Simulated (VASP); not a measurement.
# SiC20 in VASP: further runs

The runs below take SiC20 through single point, with LDA.

All numbers are computed with VASP 6.6.1; they aren't measurements. Logs are shortened: lines on timing, memory, paths and dates and some standing lists are left out, and cuts for length are marked.

## (1) The cell of the first run

The cell holds a slab with vacuum, 21 atoms: a = 4.889 Å, b = 6.732 Å, c = 19.878 Å, α = 90.00°, β = 90.00°, γ = 90.00°.

## (2) Single point, LDA

INCAR

```
ALGO = Normal ; DIPOL = 0.5 0.5 0.323
EDIFF = 1E-6 ; ENCUT = 520
GGA = CA ; IDIPOL = 3
ISIF = 2 ; ISMEAR = 0
LASPH = True ; LCHARG = False
LDIPOL = True ; LREAL = Auto
LWAVE = False ; NBANDS = 58
NELM = 80 ; PREC = Accurate
SIGMA = 0.1
```

KPOINTS

```
k-points
0
Gamma
  6 4 1
```

POSCAR

```
SiC20
1.0
    4.8886397374      0.0000000000      0.0000000000
    0.0000000000      6.7320639185      0.0000000000
    0.0000000000      0.0000000000     19.8779297502
C Si
20 1
Direct
    0.1873445658      0.7499862731      0.2012281988
    0.6873445658      0.7499862731      0.2012281988
    0.3122616418      0.2500137269      0.2189744258
    0.8122616418      0.2500137269      0.2189744258
    0.0622461176      0.2500137269      0.2544882356
    0.5622461176      0.2500137269      0.2544882356
    0.1871631936      0.7499862731      0.2722344626
    0.6871631936      0.7499862731      0.2722344626
    0.4371476695      0.7499862731      0.3077482725
    0.9371476696      0.7499862731      0.3077482725
    0.0327331600      0.2593588811      0.3267972099
    0.5327331600      0.2593588811      0.3267972099
    0.2778387656      0.2880713332      0.3614247234
    0.7778387656      0.2880713332      0.3614247234
    0.4611295625      0.6809589459      0.3746072660
    0.9611295625      0.6809589459      0.3746072660
    0.2151187046      0.6005973959      0.3990088605
    0.7151187046      0.6005973959      0.3990088605
    0.2458331930      0.4038298762      0.4214689284
    0.7458331930      0.4038298762      0.4214689284
    0.6208331930      0.4038298762      0.5042136396
```

Potentials or basis: VASP PAW LDA potentials, release 64 (C, Si).

Command:

```sh
$ cat potpaw_LDA.64/C/POTCAR potpaw_LDA.64/Si/POTCAR > POTCAR
$ mpirun -np 1 vasp_std > vasp.out
```

OUTCAR:

```text
EDIFF = 1E-6
   ENCUT = 520
   GGA = CA
   ISIF = 2
   ISMEAR = 0
   LASPH = True
   LREAL = Auto
   NELM = 80
   PREC = Accurate

 ion  position               nearest neighbor table
   1  0.187  0.750  0.201-   7 1.41
   2  0.687  0.750  0.201-   8 1.41
   3  0.312  0.250  0.219-   6 1.41   5 1.41
   4  0.812  0.250  0.219-   5 1.41   6 1.41
   5  0.062  0.250  0.254-   4 1.41   3 1.41  11 1.45
   6  0.562  0.250  0.254-   3 1.41   4 1.41  12 1.45
   7  0.187  0.750  0.272-   9 1.41   1 1.41  10 1.41
   8  0.687  0.750  0.272-  10 1.41   2 1.41   9 1.41
   9  0.437  0.750  0.308-   7 1.41   8 1.41  15 1.41
  10  0.937  0.750  0.308-   8 1.41   7 1.41  16 1.41
  11  0.033  0.259  0.327-  13 1.40  14 1.44   5 1.45
  12  0.533  0.259  0.327-  14 1.40  13 1.44   6 1.45
  13  0.278  0.288  0.361-  11 1.40  19 1.43  12 1.44
  14  0.778  0.288  0.361-  12 1.40  20 1.43  11 1.44
  15  0.461  0.681  0.375-  17 1.41   9 1.41  18 1.44
  16  0.961  0.681  0.375-  18 1.41  10 1.41  17 1.44
  17  0.215  0.601  0.399-  15 1.41  19 1.41  16 1.44
  18  0.715  0.601  0.399-  16 1.41  20 1.41  15 1.44  21 2.52
  19  0.246  0.404  0.421-  17 1.41  13 1.43  21 2.46
  20  0.746  0.404  0.421-  18 1.41  14 1.43  21 1.75
  21  0.621  0.404  0.504-  20 1.75  19 2.46  18 2.52

  LATTYP: Found a simple orthorhombic cell.
 ALAT       =     4.8886397374
 B/A-ratio  =     1.3770832543
 C/A-ratio  =     4.0661473985

  Lattice vectors:

 A1 = (   4.8886397374,   0.0000000000,   0.0000000000)
 A2 = (   0.0000000000,   6.7320639185,   0.0000000000)
 A3 = (   0.0000000000,   0.0000000000,  19.8779297502)

Analysis of symmetry for initial positions (statically):
=====================================================================
 Subroutine PRICEL returns:
 Original cell was already a primitive cell.

 Routine SETGRP: Setting up the symmetry group for a
 simple orthorhombic supercell.

 Subroutine GETGRP returns: Found  1 space group operations
 (whereof  1 operations were pure point group operations)
 out of a pool of  8 trial point group operations.

The static configuration has the point symmetry C_1 .

Analysis of symmetry for dynamics (positions and initial velocities):
=====================================================================
 Subroutine PRICEL returns:
 Original cell was already a primitive cell.

 Routine SETGRP: Setting up the symmetry group for a
 simple orthorhombic supercell.

 Subroutine GETGRP returns: Found  1 space group operations
 (whereof  1 operations were pure point group operations)
 out of a pool of  8 trial point group operations.

The dynamic configuration has the point symmetry C_1 .

 Subroutine INISYM returns: Found  1 space group operations
 (whereof  1 operations are pure point group operations),
 and found     1 'primitive' translations

----------------------------------------------------------------------------------------

                                     Primitive cell

  volume of cell :     654.1953

  direct lattice vectors                    reciprocal lattice vectors
     4.888639737  0.000000000  0.000000000     0.204555879  0.000000000  0.000000000
     0.000000000  6.732063918  0.000000000     0.000000000  0.148542856  0.000000000
     0.000000000  0.000000000 19.877929750     0.000000000  0.000000000  0.050307050

  length of vectors
     4.888639737  6.732063918 19.877929750     0.204555879  0.148542856  0.050307050

  position of ions in fractional coordinates (direct lattice)
     0.187344566  0.749986273  0.201228199
     0.687344566  0.749986273  0.201228199
     0.312261642  0.250013727  0.218974426
     0.812261642  0.250013727  0.218974426
     0.062246118  0.250013727  0.254488236
     0.562246118  0.250013727  0.254488236
[... 13 lines left out ...]
     0.745833193  0.403829876  0.421468928
     0.620833193  0.403829876  0.504213640

  ion indices of the primitive-cell ions
   primitive index   ion index
                 1           1
                 2           2
                 3           3
                 4           4
                 5           5
                 6           6
[... 13 lines left out ...]
                20          20
                21          21

----------------------------------------------------------------------------------------

 KPOINTS: k-points

Automatic generation of k-mesh.
 Grid dimensions read from file:
 generate k-points for:    6    4    1

 Generating k-lattice:

  Cartesian coordinates                     Fractional coordinates (reciprocal lattice)
     0.034092647  0.000000000  0.000000000     0.166666667  0.000000000  0.000000000
     0.000000000  0.037135714  0.000000000     0.000000000  0.250000000  0.000000000
     0.000000000  0.000000000  0.050307050     0.000000000  0.000000000  1.000000000

  Length of vectors
     0.034092647  0.037135714  0.050307050

  Shift w.r.t. Gamma in fractional coordinates (k-lattice)
     0.000000000  0.000000000  0.000000000

 Subroutine IBZKPT returns following result:
 ===========================================

 Found     14 irreducible k-points:

 Following reciprocal coordinates:
            Coordinates               Weight
  0.000000  0.000000  0.000000      1.000000
  0.166667  0.000000  0.000000      2.000000
  0.333333  0.000000  0.000000      2.000000
  0.500000  0.000000  0.000000      1.000000
  0.000000  0.250000  0.000000      2.000000
  0.166667  0.250000  0.000000      2.000000
  0.166667 -0.250000  0.000000      2.000000
  0.333333  0.250000  0.000000      2.000000
  0.333333 -0.250000  0.000000      2.000000
  0.500000  0.250000  0.000000      2.000000
  0.000000  0.500000  0.000000      1.000000
  0.166667  0.500000  0.000000      2.000000
  0.333333  0.500000  0.000000      2.000000
  0.500000  0.500000  0.000000      1.000000
   k-points           NKPTS =     14   k-points in BZ     NKDIM =     14   number of bands    NBANDS=     58
   number of dos      NEDOS =    301   number of ions     NIONS =     21
   total plane-waves  NPLWV = 270000
   dimension x,y,z NGX =    36 NGY =   50 NGZ =  150
   dimension x,y,z NGXF=    72 NGYF=  100 NGZF=  300
   ions per type =              20   1
   NGX,Y,Z   is equivalent  to a cutoff of  12.24, 12.35, 12.55 a.u.
   NGXF,Y,Z  is equivalent  to a cutoff of  24.48, 24.69, 25.09 a.u.
 SYSTEM =  unknown system
   PREC   = accura    normal or accurate (medium, high low for compatibility)
   ISTART =      0    job   : 0-new  1-cont  2-samecut
   ICHARG =      2    charge: 1-file 2-atom 10-const
   ISPIN  =      1    spin polarized calculation?
   LNONCOLLINEAR =      F non collinear calculations
   LSORBIT =      F    spin-orbit coupling
   LASPH  =      T    aspherical Exc in radial PAW
   ENCUT  =  520.0 eV  38.22 Ry    6.18 a.u.   9.09 12.52 36.96*2*pi/ulx,y,z
   NELM   =     80;   NELMIN=  2; NELMDL= -5     # of ELM steps
   EDIFF  = 0.1E-05   stopping-criterion for ELM
   LREAL  =      T    real-space projection
   EDIFFG = 0.1E-04   stopping-criterion for IOM
   NSW    =      0    number of steps for IOM
   IBRION =     -1    ionic relax: 0-MD 1-quasi-New 2-CG
   NFREE  =      0    steps in history (QN), initial steepest desc. (CG)
   ISIF   =      2    stress and relaxation
   ISYM   =      2    0-nonsym 1-usesym 2-fastsym
   POTIM  = 0.5000    time-step for ionic-motion
   TEBEG  =    0.0;   TEEND  =   0.0 temperature during run
   PSTRESS=    0.0 pullay stress
   NELECT =      84.0000    total number of electrons
   NUPDOWN=      -1.0000    fix difference up-down
   EMIN   =  10.00;   EMAX   =-10.00  energy-range for DOS
   EFERMI =   0.00;   METHOD = LEGACY
   ISMEAR =     0;   SIGMA  =   0.10  broadening in eV -4-tet -1-fermi 0-gaus
   EFERMI_NEDOS =   21; number of points for ismear=-14 and -15
   IALGO  =     38    algorithm
   IMIX   =      4    mixing-type and parameters
     AMIX     =   0.40;   BMIX     =  1.00
     AMIX_MAG =   1.60;   BMIX_MAG =  1.00
  volume/ion in A,a.u.               =      31.15       210.23
  Fermi-wavevector in a.u.,A,eV,Ry     =   0.825909  1.560741  9.280880  0.682125
  Thomas-Fermi vector in A             =   1.937849
   LORBIT       =      0    0 simple, 1 ext, 2 COOP (PROOUT), +10 PAW based schemes
   GGA     = CA    functional components
   LHFCALC =     F    Hartree Fock is set to
   AEXX    =    0.0000 exact exchange contribution
   IVDW    =     0    specifies the selected vdW correction
   LEPSILON=     F    determine dielectric tensor
   LRPA    =     F    only Hartree local field effects (RPA)
 non-spin polarized calculation
 Gauss-broadening in eV      SIGMA  =   0.10
  energy-cutoff  :      520.00
  volume of cell :      654.20
 maximum number of plane-waves:     17652
   NGX = 19   NGY = 25   NGZ = 73

 dipolmoment           0.000000      0.000000      0.006807 electrons x Angstroem

 number of electron      83.9999998 magnetization

 dipolmoment           0.000000      0.000000     -0.585129 electrons x Angstroem

 Free energy of the ion-electron system (eV)
  ---------------------------------------------------
  ext. energy  EPLUGINS =         0.00000000
  ---------------------------------------------------
  free energy    TOTEN  =      -180.52687259 eV

  energy without entropy =     -180.46396968  energy(sigma->0) =     -180.49542113

 E-fermi :  -2.9006     XC(G=0):  -4.1340

 val. band max:       -2.9086522171   @ k =   0.1667  -0.2500   0.0000
 cond. band min:      -2.8963650188   @ k =   0.0000   0.5000   0.0000
 fundamental gap:      0.0122871983
 Fermi energy:        -2.9006223229

 k-point     1 :       0.0000    0.0000    0.0000
  band No.  band energies     occupation
      1     -22.5776      2.00000
      2     -21.1947      2.00000
      3     -20.1381      2.00000
      4     -18.8754      2.00000
      5     -18.4795      2.00000
      6     -17.8533      2.00000
[... 46 lines left out ...]
     53       0.9009      0.00000
     54       1.2160      0.00000

 k-point     2 :       0.1667    0.0000    0.0000
  band No.  band energies     occupation
      1     -22.4534      2.00000
      2     -21.0739      2.00000
      3     -20.0267      2.00000
      4     -19.6190      2.00000
      5     -18.3674      2.00000
      6     -18.2877      2.00000
[... 46 lines left out ...]
     53       1.0408      0.00000
     54       1.3742      0.00000

 k-point     3 :       0.3333    0.0000    0.0000
  band No.  band energies     occupation
      1     -22.0830      2.00000
      2     -20.7141      2.00000
      3     -20.6348      2.00000
      4     -19.6602      2.00000
      5     -19.2913      2.00000
      6     -18.3059      2.00000
[... 46 lines left out ...]
     53       1.1521      0.00000
     54       1.6171      0.00000
[... 514 lines left out ...]
 k-point    13 :       0.3333    0.5000    0.0000
  band No.  band energies     occupation
      1     -22.0590      2.00000
      2     -20.7957      2.00000
      3     -20.6146      2.00000
      4     -19.5673      2.00000
      5     -19.3633      2.00000
      6     -18.2223      2.00000
[... 46 lines left out ...]
     53       1.5021      0.00000
     54       1.9932      0.00000

 k-point    14 :       0.5000    0.5000    0.0000
  band No.  band energies     occupation
      1     -21.5006      2.00000
      2     -21.3941      2.00000
      3     -20.1997      2.00000
      4     -20.1878      2.00000
      5     -19.0607      2.00000
      6     -18.9187      2.00000
[... 46 lines left out ...]
     53       0.9603      0.00000
     54       2.1967      0.00000
 [bands above 54 left out]

------------------------ aborting loop because EDIFF is reached ----------------------------------------

 vacuum level on the upper side and lower side of the slab       (xc-potential included)        -1.716         1.422

  FORCE on cell =-STRESS in cart. coord.  units (eV):
  Direction    XX          YY          ZZ          XY          YZ          ZX
  --------------------------------------------------------------------------------------
  -------------------------------------------------------------------------------------
  Total      -10.2616310      5.2046092     -1.1275637      6.5924920     -1.5655376     -0.7228874
  in kB      -25.1315664     12.7465100     -2.7614951     16.1455476     -3.8341285     -1.7704098
  external PRESSURE =      -5.0488505 kB  Pullay stress =       0.0000000 kB

 VOLUME and BASIS-vectors are now :
 -----------------------------------------------------------------------------
  energy-cutoff  :      520.00
  volume of cell :      654.20
      direct lattice vectors                 reciprocal lattice vectors
     4.888639737  0.000000000  0.000000000     0.204555879  0.000000000  0.000000000
     0.000000000  6.732063918  0.000000000     0.000000000  0.148542856  0.000000000
     0.000000000  0.000000000 19.877929750     0.000000000  0.000000000  0.050307050

 POSITION                                       TOTAL-FORCE (eV/Angst)
 -----------------------------------------------------------------------------------
      0.91586      5.04896      4.00000         0.118182     -0.088239      1.436037
      3.36018      5.04896      4.00000         0.054936     -0.007398      1.251394
      1.52653      1.68311      4.35276        -0.005076     -0.028641      1.927802
      3.97085      1.68311      4.35276        -0.241965      0.176671      2.011399
      0.30430      1.68311      5.05870        -1.200963     -0.502900     -2.298179
      2.74862      1.68311      5.05870        -1.111667     -0.585109     -2.114525
[... 13 lines left out ...]
      3.64611      2.71861      8.37793         1.398441     -2.589781      0.918273
      3.03503      2.71861     10.02272        -1.531443      0.141211      0.012217
 -----------------------------------------------------------------------------------
    total drift:                               -0.024689      0.005498      0.050276

  FREE ENERGIE OF THE ION-ELECTRON SYSTEM (eV)
  ---------------------------------------------------
  free  energy   TOTEN  =      -180.5268725875 eV

  energy  without entropy=     -180.4639696797  energy(sigma->0) =     -180.49542113

 vacuum level on the upper side and lower side of the slab         1.448         4.669
```

Run time: 26 min. Hardware: 1 thread of AMD EPYC 7R13, shared host; peak memory 0.6 GiB.

What came out:

- Free energy: -180.5269 eV
- Largest force: 3.083 eV/Å
- Band gap on the k mesh: zero (bands 42 and 43 overlap by 0.10 eV)

Forces in eV/Å, atoms in the order of the input:
```
C    0.118 -0.088  1.436
C    0.055 -0.007  1.251
C   -0.005 -0.029  1.928
C   -0.242  0.177  2.011
C   -1.201 -0.503 -2.298
C   -1.112 -0.585 -2.115
C    0.088  1.156 -2.207
C    0.158  0.977 -2.004
C    0.972 -0.515  0.755
C    1.143 -0.444  0.435
C   -0.069  0.293  0.205
C    0.337  0.218  0.281
C    0.062 -0.320 -0.559
C    0.360 -0.572 -1.302
C   -0.175 -0.113 -0.520
C    0.195 -0.264 -0.230
C   -0.463  1.065 -0.640
C   -0.391  2.344  0.101
C    0.303 -0.342  2.540
C    1.398 -2.590  0.918
Si  -1.531  0.141  0.012
```

[end of part 1 of 2]

The gap in the log of VASP goes by the Fermi energy; the results here count the filled bands.